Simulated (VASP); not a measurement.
Set up this calculation in VASP 6.6.1, as the native input.

```
Task                   : relaxation of cell and atoms
Functional             : PBE
Potentials or basis    : VASP PAW PBE potentials, release 64 (Zn)
Cutoff                 : 600 eV
k mesh                 : 17 × 17 × 17
Occupations            : fermi-dirac, width 0.05 eV
Spin                   : no spin polarisation
Dipole correction      : no
Further INCAR settings : ALGO = Normal; EDIFF = 1e-07; IBRION = 2; EDIFFG = -0.005; NSW = 60; ISIF = 3
```

The structure of Zn lies in POSCAR:

```
Zn
1.0
    0.0000000000      1.9641097993      1.9641097993
    1.9641097993      0.0000000000      1.9641097993
    1.9641097993      1.9641097993      0.0000000000
Zn
1
Direct
    0.0000000000      0.0000000000      0.0000000000
```

The input as run:

INCAR

```
SYSTEM = Zn
PREC = Accurate
ENCUT = 600
EDIFF = 1E-7
ISMEAR = -1
SIGMA = 0.05
LREAL = .FALSE.
LASPH = .TRUE.
NELM = 60
ALGO = Normal
ISIF = 3
LWAVE = .FALSE.
LCHARG = .FALSE.
GGA = PE
IBRION = 2
NSW = 60
EDIFFG = -0.005
```

KPOINTS

```
regular mesh
0
G
  17 17 17
  0 0 0
```

Potentials or basis: VASP PAW PBE potentials, release 64 (Zn).

Run with:

```console
$ cat potpaw_PBE.64/Zn/POTCAR > POTCAR
$ mpirun -np 1 vasp_std > vasp.out
```

Results of the run:

* Relaxed volume: 15.23 Å³/atom
* Relaxed cell: a = 2.782 Å, b = 2.782 Å, c = 2.782 Å, α = 60.00°, β = 60.00°, γ = 60.00°
* Space group after relaxing (to 0.05 Å): Fm-3m (No. 225)
* Energy gained by relaxing: 0.1 meV/atom
* Ionic steps: 2
* Pressure after relaxing: 0.0 GPa
* Band gap on the k mesh: zero (band 6 reaches 4.40 eV, above the bottom of band 7 at 1.79 eV)

Run time: 18 s on 1 thread of Intel Xeon 6975P-C, with other jobs on the host, peak memory 0.17 GiB.
